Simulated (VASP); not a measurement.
# NiB3Au (Pm-3m) in VASP: notebook

NiB3Au is run at these levels: r2SCAN; tasks: relaxation of cell and atoms, single point.

All numbers are computed with VASP 6.6.1; they aren't measurements. Logs are shortened: lines on timing, memory, paths and dates and some standing lists are left out, and cuts for length are marked.

## 1. The cell of the first run

The structure is cubic, space group Pm-3m (No. 221). Conventional cell: a = 3.559 Å, b = 3.559 Å, c = 3.559 Å, α = 90.00°, β = 90.00°, γ = 90.00°. Within 3.3 Å of Ni (site symmetry m-3m) lie 12 B at 2.52 Å and 8 Au at 3.08 Å. B (site symmetry 4/mmm) has 2 Au at 1.78 Å within 2.4 Å. Au (site symmetry m-3m) has 6 B at 1.78 Å within 2.4 Å.

## 2. Relaxation of cell and atoms, r2SCAN

File POSCAR:

```
NiB3Au
1.0
    3.5592310365      0.0000000000      0.0000000000
    0.0000000000      3.5592310365      0.0000000000
    0.0000000000      0.0000000000      3.5592310365
Ni B Au
1 3 1
Direct
    0.0000000000      0.0000000000      0.0000000000
    0.0000000000      0.5000000000      0.5000000000
    0.5000000000      0.0000000000      0.5000000000
    0.5000000000      0.5000000000      0.0000000000
    0.5000000000      0.5000000000      0.5000000000
```

File INCAR.step1:

```
SYSTEM = NiB3Au
ALGO = Normal
EDIFF = 1E-5
EDIFFG = -0.005
ENCUT = 660
GGA = PE
GGA_COMPAT = .FALSE.
IBRION = 2
ISIF = 3
ISMEAR = 0
LASPH = .TRUE.
LCHARG = .FALSE.
LREAL = .FALSE.
LWAVE = .TRUE.
NELM = 120
NELMIN = 4
NSW = 100
PREC = Accurate
SIGMA = 0.1
```

File INCAR.step2:

```
SYSTEM = NiB3Au
ALGO = Normal
EDIFF = 1E-7
EDIFFG = -0.04
ENCUT = 660
GGA_COMPAT = .FALSE.
IBRION = 2
ISIF = 3
ISMEAR = 0
ISTART = 1
LASPH = .TRUE.
LCHARG = .FALSE.
LMIXTAU = .TRUE.
LREAL = .FALSE.
LWAVE = .FALSE.
METAGGA = R2SCAN
NELM = 120
NELMIN = 4
NSW = 90
PREC = Accurate
SIGMA = 0.1
```

File KPOINTS:

```
k-points
0
G
  6 6 6
  0 0 0
```

Potentials or basis: VASP PAW PBE potentials, release 64 (Ni, B, Au).

On the command line:

```bash
$ cat potpaw_PBE.64/Ni/POTCAR potpaw_PBE.64/B/POTCAR potpaw_PBE.64/Au/POTCAR > POTCAR
$ cp INCAR.step1 INCAR
$ mpirun -np 1 vasp_std > vasp.out
$ cp INCAR.step2 INCAR
$ mpirun -np 1 vasp_std > vasp.out
```

OUTCAR:

```text
SYSTEM = NiB3Au
   EDIFF = 1E-7
   EDIFFG = -0.04
   ENCUT = 660
   IBRION = 2
   ISIF = 3
   ISMEAR = 0
   ISTART = 1
   LASPH = .TRUE.
   LREAL = .FALSE.
   METAGGA = R2SCAN
   NELM = 120
   NELMIN = 4
   NSW = 90
   PREC = Accurate

 ion  position               nearest neighbor table
   1  0.000  0.000  0.000-   2 2.52   3 2.52   4 2.52   2 2.52   3 2.52   2 2.52   4 2.52   2 2.52
                             3 2.52   4 2.52   3 2.52   4 2.52   5 3.08   5 3.08   5 3.08   5 3.08
   2  0.000  0.500  0.500-   5 1.78   5 1.78   1 2.52   1 2.52   1 2.52   1 2.52
   3  0.500  0.000  0.500-   5 1.78   5 1.78   1 2.52   1 2.52   1 2.52   1 2.52
   4  0.500  0.500  0.000-   5 1.78   5 1.78   1 2.52   1 2.52   1 2.52   1 2.52
   5  0.500  0.500  0.500-   2 1.78   3 1.78   4 1.78   4 1.78   3 1.78   2 1.78   1 3.08   1 3.08
                             1 3.08   1 3.08   1 3.08   1 3.08   1 3.08   1 3.08

  LATTYP: Found a simple cubic cell.
 ALAT       =     3.5592310365

  Lattice vectors:

 A1 = (   3.5592310365,   0.0000000000,   0.0000000000)
 A2 = (   0.0000000000,   3.5592310365,   0.0000000000)
 A3 = (   0.0000000000,   0.0000000000,   3.5592310365)

Analysis of symmetry for initial positions (statically):
=====================================================================
 Subroutine PRICEL returns:
 Original cell was already a primitive cell.

 Routine SETGRP: Setting up the symmetry group for a
 simple cubic supercell.

 Subroutine GETGRP returns: Found 48 space group operations
 (whereof 48 operations were pure point group operations)
 out of a pool of 48 trial point group operations.

The static configuration has the point symmetry O_h .

Analysis of symmetry for dynamics (positions and initial velocities):
=====================================================================
 Subroutine PRICEL returns:
 Original cell was already a primitive cell.

 Routine SETGRP: Setting up the symmetry group for a
 simple cubic supercell.

 Subroutine GETGRP returns: Found 48 space group operations
 (whereof 48 operations were pure point group operations)
 out of a pool of 48 trial point group operations.

The dynamic configuration has the point symmetry O_h .

 Subroutine INISYM returns: Found 48 space group operations
 (whereof 48 operations are pure point group operations),
 and found     1 'primitive' translations

----------------------------------------------------------------------------------------

                                     Primitive cell

  volume of cell :      45.0888

  direct lattice vectors                    reciprocal lattice vectors
     3.559231036  0.000000000  0.000000000     0.280959564  0.000000000  0.000000000
     0.000000000  3.559231036  0.000000000     0.000000000  0.280959564  0.000000000
     0.000000000  0.000000000  3.559231036     0.000000000  0.000000000  0.280959564

  length of vectors
     3.559231036  3.559231036  3.559231036     0.280959564  0.280959564  0.280959564

  position of ions in fractional coordinates (direct lattice)
     0.000000000  0.000000000  0.000000000
     0.000000000  0.500000000  0.500000000
     0.500000000  0.000000000  0.500000000
     0.500000000  0.500000000  0.000000000
     0.500000000  0.500000000  0.500000000

  ion indices of the primitive-cell ions
   primitive index   ion index
                 1           1
                 2           2
                 3           3
                 4           4
                 5           5

----------------------------------------------------------------------------------------

 KPOINTS: k-points

Automatic generation of k-mesh.
 Grid dimensions read from file:
 generate k-points for:    6    6    6

 Generating k-lattice:

  Cartesian coordinates                     Fractional coordinates (reciprocal lattice)
     0.046826594  0.000000000  0.000000000     0.166666667  0.000000000  0.000000000
     0.000000000  0.046826594  0.000000000     0.000000000  0.166666667  0.000000000
     0.000000000  0.000000000  0.046826594     0.000000000  0.000000000  0.166666667

  Length of vectors
     0.046826594  0.046826594  0.046826594

  Shift w.r.t. Gamma in fractional coordinates (k-lattice)
     0.000000000  0.000000000  0.000000000

 Subroutine IBZKPT returns following result:
 ===========================================

 Found     20 irreducible k-points:

 Following reciprocal coordinates:
            Coordinates               Weight
  0.000000  0.000000  0.000000      1.000000
  0.166667  0.000000  0.000000      6.000000
  0.333333  0.000000  0.000000      6.000000
  0.500000  0.000000  0.000000      3.000000
  0.166667  0.166667  0.000000     12.000000
  0.333333  0.166667  0.000000     24.000000
[... 12 lines left out ...]
  0.500000  0.500000  0.333333      6.000000
  0.500000  0.500000  0.500000      1.000000
   k-points           NKPTS =     20   k-points in BZ     NKDIM =     20   number of bands    NBANDS=     19
   number of dos      NEDOS =    301   number of ions     NIONS =      5
   total plane-waves  NPLWV =  27000
   dimension x,y,z NGX =    30 NGY =   30 NGZ =   30
   dimension x,y,z NGXF=    60 NGYF=   60 NGZF=   60
   ions per type =               1   3   1
   NGX,Y,Z   is equivalent  to a cutoff of  14.01, 14.01, 14.01 a.u.
   NGXF,Y,Z  is equivalent  to a cutoff of  28.03, 28.03, 28.03 a.u.
 SYSTEM =  NiB3Au
   PREC   = accura    normal or accurate (medium, high low for compatibility)
   ISTART =      1    job   : 0-new  1-cont  2-samecut
   ICHARG =      0    charge: 1-file 2-atom 10-const
   ISPIN  =      1    spin polarized calculation?
   LNONCOLLINEAR =      F non collinear calculations
   LSORBIT =      F    spin-orbit coupling
   LASPH  =      T    aspherical Exc in radial PAW
   ENCUT  =  660.0 eV  48.51 Ry    6.96 a.u.   7.46  7.46  7.46*2*pi/ulx,y,z
   NELM   =    120;   NELMIN=  4; NELMDL=  0     # of ELM steps
   EDIFF  = 0.1E-06   stopping-criterion for ELM
   LREAL  =      F    real-space projection
   EDIFFG = -.4E-01   stopping-criterion for IOM
   NSW    =     90    number of steps for IOM
   IBRION =      2    ionic relax: 0-MD 1-quasi-New 2-CG
   NFREE  =      1    steps in history (QN), initial steepest desc. (CG)
   ISIF   =      3    stress and relaxation
   ISYM   =      2    0-nonsym 1-usesym 2-fastsym
   POTIM  = 0.5000    time-step for ionic-motion
   TEBEG  =    0.0;   TEEND  =   0.0 temperature during run
   PSTRESS=    0.0 pullay stress
   NELECT =      30.0000    total number of electrons
   NUPDOWN=      -1.0000    fix difference up-down
   EMIN   =  10.00;   EMAX   =-10.00  energy-range for DOS
   EFERMI =   0.00;   METHOD = LEGACY
   ISMEAR =     0;   SIGMA  =   0.10  broadening in eV -4-tet -1-fermi 0-gaus
   EFERMI_NEDOS =   21; number of points for ismear=-14 and -15
   IALGO  =     38    algorithm
   IMIX   =      4    mixing-type and parameters
     AMIX     =   0.40;   BMIX     =  1.00
     AMIX_MAG =   1.60;   BMIX_MAG =  1.00
  volume/ion in A,a.u.               =       9.02        60.85
  Fermi-wavevector in a.u.,A,eV,Ry     =   1.429198  2.700793 27.791355  2.042607
  Thomas-Fermi vector in A             =   2.549178
   LORBIT       =      0    0 simple, 1 ext, 2 COOP (PROOUT), +10 PAW based schemes
   METAGGA = R2SCAN    functional components
   LHFCALC =     F    Hartree Fock is set to
   AEXX    =    0.0000 exact exchange contribution
   IVDW    =     0    specifies the selected vdW correction
   LEPSILON=     F    determine dielectric tensor
   LRPA    =     F    only Hartree local field effects (RPA)
 conjugate gradient relaxation of ions
 non-spin polarized calculation
 Gauss-broadening in eV      SIGMA  =   0.10
  energy-cutoff  :      660.00
  volume of cell :       45.09
 maximum number of plane-waves:      1755
 NGX is ok and might be reduce to    30
   NGX = 15   NGY = 15   NGZ = 15

--------------------------------------- Ionic step        1  -------------------------------------------

 number of electron      30.0000003 magnetization

 Free energy of the ion-electron system (eV)
  ---------------------------------------------------
  ext. energy  EPLUGINS =         0.00000000
  ---------------------------------------------------
  free energy    TOTEN  =       -66.85993337 eV

  energy without entropy =      -66.84379909  energy(sigma->0) =      -66.85186623

 E-fermi :  11.5821     XC(G=0): -13.8710

 val. band max:       11.5234269085   @ k =   0.5000   0.5000   0.0000
 cond. band min:      11.5831848962   @ k =   0.3333   0.1667   0.0000
 fundamental gap:      0.0597579877
 Fermi energy:        11.5821141322

 k-point     1 :       0.0000    0.0000    0.0000
  band No.  band energies     occupation
      1      -5.3274      2.00000
      2      -2.7550      2.00000
      3      -2.7550      2.00000
      4       1.2532      2.00000
      5       1.2532      2.00000
      6       1.2532      2.00000
[... 11 lines left out ...]
     18      14.1507      0.00000
     19      15.0551      0.00000
[... 1002 lines left out ...]
 POSITION                                       TOTAL-FORCE (eV/Angst)
 -----------------------------------------------------------------------------------
      0.00000      0.00000      0.00000        -0.000000     -0.000000      0.000000
     -0.00000      2.06766      2.06766         0.000000      0.000000      0.000000
      2.06766     -0.00000      2.06766         0.000000      0.000000      0.000000
      2.06766      2.06766      0.00000         0.000000      0.000000      0.000000
      2.06766      2.06766      2.06766        -0.000000     -0.000000      0.000000
 -----------------------------------------------------------------------------------
    total drift:                                0.000000      0.000000     -0.000000

  FREE ENERGIE OF THE ION-ELECTRON SYSTEM (eV)
  ---------------------------------------------------
  free  energy   TOTEN  =       -74.4338789808 eV

  energy  without entropy=      -74.4284463621  energy(sigma->0) =      -74.43116267

--------------------------------------- Ionic step        5  -------------------------------------------

 number of electron      30.0000025 magnetization

 Free energy of the ion-electron system (eV)
  ---------------------------------------------------
  ext. energy  EPLUGINS =         0.00000000
  ---------------------------------------------------
  free energy    TOTEN  =       -74.44378810 eV

  energy without entropy =      -74.43854057  energy(sigma->0) =      -74.44116434

 E-fermi :   5.7679     XC(G=0): -11.4787

 val. band max:        5.6641327810   @ k =   0.5000   0.0000   0.0000
 cond. band min:       5.7833939096   @ k =   0.3333   0.3333   0.3333
 fundamental gap:      0.1192611287
 Fermi energy:         5.7678522837

 k-point     1 :       0.0000    0.0000    0.0000
  band No.  band energies     occupation
      1      -6.9223      2.00000
      2      -4.7755      2.00000
      3      -4.7755      2.00000
      4      -1.7091      2.00000
      5      -1.7091      2.00000
      6      -1.7091      2.00000
[... 11 lines left out ...]
     18       7.4816      0.00000
     19       7.4817      0.00000
[... 438 lines left out ...]
 POSITION                                       TOTAL-FORCE (eV/Angst)
 -----------------------------------------------------------------------------------
      0.00000      0.00000      0.00000         0.000000      0.000000      0.000000
     -0.00000      2.05382      2.05382         0.000000      0.000000      0.000000
      2.05382     -0.00000      2.05382         0.000000      0.000000      0.000000
      2.05382      2.05382      0.00000         0.000000      0.000000      0.000000
      2.05382      2.05382      2.05382        -0.000000     -0.000000      0.000000
 -----------------------------------------------------------------------------------
    total drift:                                0.000000      0.000000     -0.000000

  FREE ENERGIE OF THE ION-ELECTRON SYSTEM (eV)
  ---------------------------------------------------
  free  energy   TOTEN  =       -74.4437880975 eV

  energy  without entropy=      -74.4385405743  energy(sigma->0) =      -74.44116434

 reached required accuracy - stopping structural energy minimisation
```

It took 25 min on 1 thread of AMD EPYC 7R13, shared host; peak memory 0.18 GiB.

Results:

* Free energy: -74.4438 eV
* Relaxed volume: 13.86 Å³/atom
* Relaxed cell: a = 4.108 Å, b = 4.108 Å, c = 4.108 Å, α = 90.00°, β = 90.00°, γ = 90.00°
* Space group after relaxing (to 0.1 Å): Pm-3m (No. 221)
* Energy gained by relaxing: 1516.8 meV/atom
* Ionic steps: 5
* Pressure after relaxing: 0.2 GPa
* Band gap on the k mesh: zero (bands 15 and 16 overlap by 1.34 eV)

Step by step:
```csv
step,energy change (eV),largest force (eV/Å),pressure (GPa),volume (Å³)
1,0.0000,0.0000,144.51,45.09
2,-2.5353,0.0000,-16.75,121.72
3,-7.4892,0.0000,-4.97,72.36
4,-7.5739,0.0000,-2.40,70.72
5,-7.5839,0.0000,0.18,69.31
```

Final structure:
```xyz
5
Lattice="4.1076 0.0000 0.0000 0.0000 4.1076 0.0000 0.0000 0.0000 4.1076" Properties=species:S:1:pos:R:3 pbc="T T T"
Ni    0.0000    0.0000    0.0000
B     0.0000    2.0538    2.0538
B     2.0538    0.0000    2.0538
B     2.0538    2.0538    0.0000
Au    2.0538    2.0538    2.0538
```

Caveat: the volume moved by over 15 % at a fixed basis, so the end points are rough; the PAW data sets were made with another functional, which shifts forces and pressure a little; spin-orbit coupling is left out, which moves the levels of the heavy elements.

## 3. Single point, r2SCAN

This run uses another cell than the first one, of 13.88 Å³/atom.

POSCAR: that of step 2 with these lines changed.

```diff
@@ -2,5 +2,5 @@
 1.0
-    3.5592310365      0.0000000000      0.0000000000
-    0.0000000000      3.5592310365      0.0000000000
-    0.0000000000      0.0000000000      3.5592310365
+    4.1090641977      0.0000000000      0.0000000000
+    0.0000000000      4.1090641977      0.0000000000
+    0.0000000000      0.0000000000      4.1090641977
 Ni B Au
```

File INCAR.step1:

```
SYSTEM = NiB3Au
PREC = Accurate ; ENCUT = 660
ISMEAR = 0 ; SIGMA = 0.1
LREAL = .FALSE. ; LASPH = .TRUE.
NELM = 120 ; NBANDS = 23
GGA = PE ; ALGO = Normal
EDIFF = 1E-5 ; LWAVE = .TRUE.
LCHARG = .FALSE. ; GGA_COMPAT = .FALSE.
```

File INCAR.step2:

```
SYSTEM = NiB3Au
PREC = Accurate ; ENCUT = 660
EDIFF = 1E-6 ; ISMEAR = 0
SIGMA = 0.1 ; LREAL = .FALSE.
LASPH = .TRUE. ; NELM = 120
ALGO = Normal ; ISIF = 2
LWAVE = .FALSE. ; LCHARG = .FALSE.
METAGGA = R2SCAN ; LMIXTAU = .TRUE.
NBANDS = 23 ; ISTART = 1
GGA_COMPAT = .FALSE.
```

File KPOINTS:

```
Automatic mesh
0
G
  10 10 10
  0 0 0
```

Potentials or basis: VASP PAW PBE potentials, release 64 (Ni, B, Au).

On the command line:

```bash
$ cat potpaw_PBE.64/Ni/POTCAR potpaw_PBE.64/B/POTCAR potpaw_PBE.64/Au/POTCAR > POTCAR
$ cp INCAR.step1 INCAR
$ mpirun -np 1 vasp_std > vasp.out
$ cp INCAR.step2 INCAR
$ mpirun -np 1 vasp_std > vasp.out
```

Wall time 13 min (1 thread of AMD EPYC 7R13, shared host); peak memory 0.29 GiB.

The run converged. Its results:

```yaml
Free_energy: -74.4540 eV
Pressure: 0.1 GPa
Band_gap_on_the_k_mesh: zero (bands 15 and 16 overlap by 1.62 eV)
```

Levels at points of the mesh, in eV from the Fermi level:
```tsv
k point	band 11	band 12	band 13	band 14	band 15	band 16	band 17	band 18	band 19	band 20
(0.00, 0.00, 0.00)	-1.49	-0.87	-0.87	-0.87	0.77	1.04	1.04	1.68	1.68	1.68
(0.50, 0.00, 0.00)	-0.90	-0.90	-0.53	-0.53	-0.14	0.80	1.52	1.57	1.57	2.46
(0.50, 0.50, 0.00)	-1.15	-1.15	-0.84	-0.77	-0.57	0.45	0.45	2.64	2.74	2.74
(0.50, 0.50, 0.50)	-1.08	-1.08	-0.71	-0.71	-0.56	-0.56	-0.56	0.41	4.51	4.51
```

Caveat: the PAW data sets were made with another functional, which shifts forces and pressure a little; spin-orbit coupling is left out, which moves the levels of the heavy elements. Spin polarisation is off, so any magnetic state and its effect on volume and gap are missing.

The gap in the log of VASP goes by the Fermi energy; the results here count the filled bands.